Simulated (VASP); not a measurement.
Al: single point with LDA

The system is Al.

```xyz
1
Lattice="2.6790 0.0000 0.0000 0.0000 2.6790 0.0000 0.0000 0.0000 2.6790" Properties=species:S:1:pos:R:3 pbc="T T T"
Al    0.0000    0.0000    0.0000
```

| Item | Value |
| --- | --- |
| Program | VASP 6.6.1 |
| Task | single point |
| Functional | LDA |
| Potentials or basis | VASP PAW LDA potentials, release 64 (Al) |
| Cutoff | 520 eV |
| k mesh | 12 × 12 × 12 |
| Occupations | fermi-dirac, width 0.136057 eV |
| Spin | no spin polarisation |

The pressure is 0.4 GPa.

Levels at points of the mesh, in eV from the Fermi level:
```csv
k point,band 1,band 2,band 3,band 4,band 5,band 6
"(0.00, 0.00, 0.00)",-9.78,8.13,8.13,9.41,9.41,9.41
"(0.50, 0.00, 0.00)",-5.27,-4.21,10.74,13.04,13.04,14.49
"(0.50, 0.50, 0.00)",-0.54,-0.54,-0.17,2.19,16.70,17.13
"(0.50, 0.50, 0.50)",2.99,2.99,2.99,5.67,5.67,5.67
```

Run time: 7.6 s on 1 thread of Intel(R) Xeon(R) Platinum 8375C CPU @ 2.90GHz (Ice Lake), with other jobs on the host, peak memory 0.11 GiB.
